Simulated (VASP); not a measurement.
Wanted: the native input for a VASP 6.6.1 run.

* Task: single point
* Functional: PBE
* Potentials or basis: VASP PAW PBE potentials, release 64 (In_d, Ge_d, O)
* Cutoff: 520 eV
* k mesh: 8 × 8 × 4
* Occupations: gaussian, width 0.1 eV
* Spin: no spin polarisation
* Dipole correction: no
* Further INCAR settings: ALGO = Normal; EDIFF = 1e-07; NBANDS = 42

The structure of In3GeO2 lies in POSCAR:

```
In3GeO2
1.0
    4.4587279714      0.0000000000      0.0000000000
    0.0000000000      4.4587279714      0.0000000000
    0.0000000000      0.0000000000      8.9693892022
In Ge O
3 1 2
Direct
    0.0000000000      0.0000000000      0.0000000000
    0.0000000000      0.0000000000      0.3365886760
    0.0000000000      0.0000000000      0.6634113240
    0.5000000000      0.5000000000      0.0000000000
    0.0000000000      0.5000000000      0.0000000000
    0.5000000000      0.0000000000      0.0000000000
```

One way to write it, as run:

INCAR

```
SYSTEM = In3GeO2
PREC = Accurate ; ENCUT = 520
EDIFF = 1E-7 ; ISMEAR = 0
SIGMA = 0.1 ; LREAL = .FALSE.
LASPH = .TRUE. ; NELM = 100
ALGO = Normal ; ISIF = 2
LWAVE = .FALSE. ; LCHARG = .FALSE.
GGA = PE ; NBANDS = 42
```

KPOINTS

```
regular mesh
0
G
  8 8 4
  0 0 0
```

Potentials or basis: VASP PAW PBE potentials, release 64 (In_d, Ge_d, O).

Run with:

```bash
$ cat potpaw_PBE.64/In_d/POTCAR potpaw_PBE.64/Ge_d/POTCAR potpaw_PBE.64/O/POTCAR > POTCAR
$ mpirun -np 1 vasp_std > vasp.out
```

Results of the run:

| Property | Result |
| --- | --- |
| Pressure | 0.0 GPa |

Caveat: an odd number of electrons without spin polarisation forces a metal; a magnetic or distorted state may lie lower.

It took 4.5 min on 1 thread of Intel(R) Xeon(R) 6975P-C (Granite Rapids), on a shared host, peak memory 0.47 GiB.
